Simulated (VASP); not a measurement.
Hf, 2 atoms in the cell. The structure is hexagonal, space group P6_3/mmc (No. 194). The conventional cell has a = 3.192 Å, b = 3.192 Å, c = 5.045 Å, α = 90.00°, β = 90.00°, γ = 120.00°. Hf (site symmetry -6m2) has 12 Hf at 3.12 to 3.19 Å within 4.1 Å. 

```yaml
Program: VASP 6.6.1
Task: relaxation of cell and atoms
Functional: LDA
Potentials_or_basis: VASP PAW LDA potentials, release 64 (Hf_pv)
Cutoff: 600 eV
k_mesh: 12 × 12 × 8
Occupations: gaussian, width 0.1 eV
Spin: no spin polarisation
Dipole_correction: no
Further_INCAR_settings: ALGO = Fast; EDIFF = 1e-07; IBRION = 2; EDIFFG = -0.002; NSW = 100; ISIF = 3
```

Potentials or basis: VASP PAW LDA potentials, release 64 (Hf_pv).

Run with:

```sh
$ cat potpaw_LDA.64/Hf_pv/POTCAR > POTCAR
$ mpirun -np 1 vasp_std > vasp.out
```

Hardware: 1 thread of Intel(R) Xeon(R) 6975P-C (Granite Rapids), on a shared host.

Task: How long does it take, and how much memory?

Result: Wall time 2.8 min on 1 thread of Intel(R) Xeon(R) 6975P-C (Granite Rapids), with other jobs on the host, peak memory 0.22 GiB. Counts: scf iterations 63, k points 95, ion steps 7.
